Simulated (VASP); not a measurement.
# Mo (Fm-3m) in VASP: a series of runs

Runs on Mo. Level: PBE. Tasks: single point.

Everything below comes from runs of VASP 6.6.1. Logs are shortened: lines on timing, memory, paths and dates and some standing lists are left out, and cuts for length are marked.

## 1. The cell of the first run

It takes space group Fm-3m (No. 225, cubic). Conventional cell: a = 4.135 Å, b = 4.135 Å, c = 4.135 Å, α = 90.00°, β = 90.00°, γ = 90.00°. Within 3.9 Å of Mo (site symmetry m-3m) lie 12 Mo at 2.92 Å.

## 2. Single point, PBE

The input, INCAR:

```
SYSTEM = Mo
PREC = Accurate
ENCUT = 520
EDIFF = 1E-6
ISMEAR = 0
SIGMA = 0.05
LREAL = .FALSE.
LASPH = .TRUE.
NELM = 60
ALGO = Normal
ISIF = 2
LWAVE = .FALSE.
LCHARG = .TRUE.
GGA = PE
LELF = .TRUE.
LVHAR = .TRUE.
NBANDS = 13
```

The input, KPOINTS:

```
Automatic mesh
0
G
  10 10 10
  0 0 0
```

The input, POSCAR:

```
Mo
1.0
    0.0000000000      2.0673609195      2.0673609195
    2.0673609195      0.0000000000      2.0673609195
    2.0673609195      2.0673609195      0.0000000000
Mo
1
Direct
    0.0000000000      0.0000000000      0.0000000000
```

Potentials or basis: VASP PAW PBE potentials, release 64 (Mo_sv).

Launch:

```
> cat potpaw_PBE.64/Mo_sv/POTCAR > POTCAR
> mpirun -np 1 vasp_std > vasp.out
```

OUTCAR:

```text
SYSTEM = Mo
   PREC = Accurate
   ENCUT = 520
   EDIFF = 1E-6
   ISMEAR = 0
   LREAL = .FALSE.
   LASPH = .TRUE.
   NELM = 60
   ISIF = 2
   GGA = PE

 ion  position               nearest neighbor table
   1  0.000  0.000  0.000-

  LATTYP: Found a face centered cubic cell.
 ALAT       =     4.1347218390

  Lattice vectors:

 A1 = (   0.0000000000,   2.0673609195,   2.0673609195)
 A2 = (   2.0673609195,   0.0000000000,   2.0673609195)
 A3 = (   2.0673609195,   2.0673609195,   0.0000000000)

Analysis of symmetry for initial positions (statically):
=====================================================================
 Subroutine PRICEL returns:
 Original cell was already a primitive cell.

 Routine SETGRP: Setting up the symmetry group for a
 face centered cubic supercell.

 Subroutine GETGRP returns: Found 48 space group operations
 (whereof 48 operations were pure point group operations)
 out of a pool of 48 trial point group operations.

The static configuration has the point symmetry O_h .

Analysis of symmetry for dynamics (positions and initial velocities):
=====================================================================
 Subroutine PRICEL returns:
 Original cell was already a primitive cell.

 Routine SETGRP: Setting up the symmetry group for a
 face centered cubic supercell.

 Subroutine GETGRP returns: Found 48 space group operations
 (whereof 48 operations were pure point group operations)
 out of a pool of 48 trial point group operations.

The dynamic configuration has the point symmetry O_h .

 Subroutine INISYM returns: Found 48 space group operations
 (whereof 48 operations are pure point group operations),
 and found     1 'primitive' translations

----------------------------------------------------------------------------------------

                                     Primitive cell

  volume of cell :      17.6717

  direct lattice vectors                    reciprocal lattice vectors
     0.000000000  2.067360920  2.067360920    -0.241854238  0.241854238  0.241854238
     2.067360920  0.000000000  2.067360920     0.241854238 -0.241854238  0.241854238
     2.067360920  2.067360920  0.000000000     0.241854238  0.241854238 -0.241854238

  length of vectors
     2.923689851  2.923689851  2.923689851     0.418903828  0.418903828  0.418903828

  position of ions in fractional coordinates (direct lattice)
     0.000000000  0.000000000  0.000000000

  ion indices of the primitive-cell ions
   primitive index   ion index
                 1           1
[... 75 lines left out ...]
   NSW    =      0    number of steps for IOM
   IBRION =     -1    ionic relax: 0-MD 1-quasi-New 2-CG
   NFREE  =      0    steps in history (QN), initial steepest desc. (CG)
   ISIF   =      2    stress and relaxation
   ISYM   =      2    0-nonsym 1-usesym 2-fastsym
   POTIM  = 0.5000    time-step for ionic-motion
   TEBEG  =    0.0;   TEEND  =   0.0 temperature during run
   PSTRESS=    0.0 pullay stress
   NELECT =      14.0000    total number of electrons
   NUPDOWN=      -1.0000    fix difference up-down
   EMIN   =  10.00;   EMAX   =-10.00  energy-range for DOS
   EFERMI =   0.00;   METHOD = LEGACY
   ISMEAR =     0;   SIGMA  =   0.05  broadening in eV -4-tet -1-fermi 0-gaus
   EFERMI_NEDOS =   21; number of points for ismear=-14 and -15
   IALGO  =     38    algorithm
   IMIX   =      4    mixing-type and parameters
     AMIX     =   0.40;   BMIX     =  1.00
     AMIX_MAG =   1.60;   BMIX_MAG =  1.00
  volume/ion in A,a.u.               =      17.67       119.25
  Fermi-wavevector in a.u.,A,eV,Ry     =   1.514809  2.862574 31.220558  2.294646
  Thomas-Fermi vector in A             =   2.624417
   LORBIT       =      0    0 simple, 1 ext, 2 COOP (PROOUT), +10 PAW based schemes
   GGA     = PE    functional components
   LHFCALC =     F    Hartree Fock is set to
   AEXX    =    0.0000 exact exchange contribution
   IVDW    =     0    specifies the selected vdW correction
   LEPSILON=     F    determine dielectric tensor
   LRPA    =     F    only Hartree local field effects (RPA)
 non-spin polarized calculation
 Gauss-broadening in eV      SIGMA  =   0.05
  energy-cutoff  :      520.00
  volume of cell :       17.67
 maximum number of plane-waves:       531
 NGX is ok and might be reduce to    24
   NGX = 11   NGY = 11   NGZ = 11

 number of electron      13.9999998 magnetization

 Free energy of the ion-electron system (eV)
  ---------------------------------------------------
  ext. energy  EPLUGINS =         0.00000000
  ---------------------------------------------------
  free energy    TOTEN  =       -10.40946869 eV

  energy without entropy =      -10.40601943  energy(sigma->0) =      -10.40774406

 E-fermi :  10.3760     XC(G=0): -12.6922

 val. band max:       10.3757809665   @ k =   0.3000   0.1000   0.0000
 cond. band min:      10.3793702292   @ k =   0.5000   0.3000   0.0000
 fundamental gap:      0.0035892628
 Fermi energy:        10.3760325782

 k-point     1 :       0.0000    0.0000    0.0000
  band No.  band energies     occupation
      1     -50.4214      2.00000
      2     -23.9411      2.00000
      3     -23.9411      2.00000
      4     -23.9411      2.00000
      5       3.9245      2.00000
      6       9.7636      2.00000
      7       9.7636      2.00000
      8       9.7636      2.00000
      9      12.0787      0.00000
     10      12.0787      0.00000
     11      23.3655      0.00000
     12      28.1487      0.00000
     13      28.1487      0.00000
[... 354 lines left out ...]
  band No.  band energies     occupation
      1     -50.2625      2.00000
      2     -24.6610      2.00000
      3     -24.2337      2.00000
      4     -24.2032      2.00000
      5       6.6310      2.00000
      6       7.2945      2.00000
      7      10.7479      0.00000
      8      12.3115      0.00000
      9      13.7128      0.00000
     10      13.7410      0.00000
     11      23.5135      0.00000
     12      24.9132      0.00000
     13      25.7741      0.00000

 [... further k-points ...]
[... 5 lines left out ...]
  --------------------------------------------------------------------------------------
  -------------------------------------------------------------------------------------
  Total       -2.0871409     -2.0871409     -2.0871409     -0.0000000      0.0000000      0.0000000
  in kB     -189.2271544   -189.2271544   -189.2271544     -0.0000000      0.0000000      0.0000000
  external PRESSURE =    -189.2271544 kB  Pullay stress =       0.0000000 kB

 VOLUME and BASIS-vectors are now :
 -----------------------------------------------------------------------------
  energy-cutoff  :      520.00
  volume of cell :       17.67
      direct lattice vectors                 reciprocal lattice vectors
     0.000000000  2.067360920  2.067360920    -0.241854238  0.241854238  0.241854238
     2.067360920  0.000000000  2.067360920     0.241854238 -0.241854238  0.241854238
     2.067360920  2.067360920  0.000000000     0.241854238  0.241854238 -0.241854238

 POSITION                                       TOTAL-FORCE (eV/Angst)
 -----------------------------------------------------------------------------------
      0.00000      0.00000      0.00000        -0.000000     -0.000000     -0.000000
 -----------------------------------------------------------------------------------
    total drift:                               -0.000000      0.000000      0.000000

  FREE ENERGIE OF THE ION-ELECTRON SYSTEM (eV)
  ---------------------------------------------------
  free  energy   TOTEN  =       -10.4094686886 eV

  energy  without entropy=      -10.4060194284  energy(sigma->0) =      -10.40774406
```

OSZICAR:

```text
N       E                     dE             d eps       ncg     rms          rms(c)
DAV:   1     0.925300623387E+02    0.92530E+02   -0.79515E+03  1230   0.109E+03
DAV:   2    -0.992112654044E+01   -0.10245E+03   -0.99144E+02  1397   0.308E+02
DAV:   3    -0.111035673504E+02   -0.11824E+01   -0.11786E+01  1392   0.330E+01
DAV:   4    -0.111065426926E+02   -0.29753E-02   -0.29753E-02  1322   0.198E+00
DAV:   5    -0.111065635804E+02   -0.20888E-04   -0.20888E-04  1417   0.148E-01    0.108E+01
DAV:   6    -0.104760355116E+02    0.63053E+00   -0.87091E-01  1242   0.109E+01    0.241E+00
DAV:   7    -0.104131814690E+02    0.62854E-01   -0.11167E-01  1367   0.363E+00    0.923E-01
DAV:   8    -0.104093819453E+02    0.37995E-02   -0.40952E-03  1247   0.796E-01    0.183E-01
DAV:   9    -0.104094541980E+02   -0.72253E-04   -0.12165E-04  1380   0.133E-01    0.639E-02
DAV:  10    -0.104094686480E+02   -0.14450E-04   -0.12520E-05  1272   0.377E-02    0.753E-03
DAV:  11    -0.104094686886E+02   -0.40571E-07   -0.86489E-08   726   0.295E-03
   1 F= -.10409469E+02 E0= -.10407744E+02  d E =-.344926E-02
```

stdout:

```text
POSCAR found type information on POSCAR Mo
 POSCAR found :  1 types and       1 ions
 scaLAPACK will be used
 LDA part: xc-table for (Slater+PW92), standard interpolation
 POSCAR, INCAR and KPOINTS ok, starting setup
 FFT: planning ... GRIDC
 FFT: planning ... GRID_SOFT
 FFT: planning ... GRID
 WAVECAR not read
 entering main loop
```

Wall time 4 s (1 thread of Intel Xeon 6975P-C (Granite Rapids), shared host); peak memory 0.14 GiB.

What came out:

- Free energy: -10.4095 eV
- Pressure: -18.9 GPa
- Band gap on the k mesh: zero (band 7 reaches 13.81 eV, above the bottom of band 8 at 9.76 eV)

## 3. Single point, PBE

This run uses another cell than the first one, of 18.33 Å³/atom, 1.037 times its volume.

The input, INCAR:

```
ALGO = Normal
EDIFF = 1E-6
ENCUT = 520
GGA = PE
ISIF = 2
ISMEAR = 0
LASPH = T
LCHARG = F
LREAL = F
LWAVE = F
NBANDS = 13
NELM = 100
PREC = Accurate
SIGMA = 0.05
```

The input, KPOINTS:

```
k-points
0
Gamma
  10 10 10
```

The input, POSCAR:

```
Mo
1.0
    0.0000000000      2.0925751230      2.0925751230
    2.0925751230      0.0000000000      2.0925751230
    2.0925751230      2.0925751230      0.0000000000
Mo
1
Direct
    0.0000000000      0.0000000000      0.0000000000
```

Potentials or basis: VASP PAW PBE potentials, release 64 (Mo_sv).

Launch:

```
> cat potpaw_PBE.64/Mo_sv/POTCAR > POTCAR
> mpirun -np 1 vasp_std > vasp.out
```

It took 3.8 s on 1 thread of Intel Xeon 6975P-C (Granite Rapids), shared host; peak memory 0.13 GiB.

Results (log left out):

* Free energy: -10.3215 eV
* Pressure: -24.1 GPa
* Band gap on the k mesh: zero (band 7 reaches 13.13 eV, above the bottom of band 8 at 9.30 eV)

Levels at points of the mesh, in eV from the Fermi level:
| k point | band 4 | band 5 | band 6 | band 7 | band 8 | band 9 | band 10 | band 11 |
| --- | --- | --- | --- | --- | --- | --- | --- | --- |
| (0.00, 0.00, 0.00) | -34.40 | -6.32 | -0.57 | -0.57 | -0.57 | 1.62 | 1.62 | 12.95 |
| (0.50, 0.00, 0.00) | -34.51 | -4.01 | -0.71 | -0.71 | 1.15 | 3.30 | 3.30 | 9.23 |
| (0.50, 0.50, 0.00) | -34.70 | -4.16 | -3.55 | 3.26 | 3.31 | 3.77 | 3.77 | 11.40 |
